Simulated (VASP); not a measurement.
A run of VASP 6.6.1 is set up as follows.

The input INCAR:

```
SYSTEM = KF
PREC = Accurate ; ENCUT = 520
EDIFF = 1E-7 ; ISMEAR = 0
SIGMA = 0.05 ; LREAL = .FALSE.
LASPH = .TRUE. ; NELM = 80
ALGO = Normal ; ISIF = 2
LWAVE = .FALSE. ; LCHARG = .FALSE.
GGA = PE ; NBANDS = 15
```

Contents of KPOINTS:

```
regular mesh
0
G
  8 8 8
  0 0 0
```

File POSCAR:

```
KF
1.0
    3.1937759000      0.0000000000      0.0000000000
    0.0000000000      3.2589550000      0.0000000000
    0.0000000000      0.0000000000      3.2589550000
K F
1 1
Direct
    0.0000000000      0.0000000000      0.0000000000
    0.5000000000      0.5000000000      0.5000000000
```

Potentials or basis: VASP PAW PBE potentials, release 64 (K_sv, F).

The run is started by

```console
$ cat potpaw_PBE.64/K_sv/POTCAR potpaw_PBE.64/F/POTCAR > POTCAR
$ mpirun -np 1 vasp_std > vasp.out
```

Q: What does it give for the pressure?

A: 0.7 GPa.

Q: Estimate the band gap on the k mesh.

A: 6.35 eV (least direct gap 6.39 eV).

Stress tensor (GPa, compression positive):
```
1.87 0.00 0.00
0.00 0.11 0.00
0.00 0.00 0.11
```

Caveat: the cell differs from its parent crystal (strain -0.0200 x Voigt [1, 0, 0, 0, 0, 0]). A k mesh can miss the band edges.
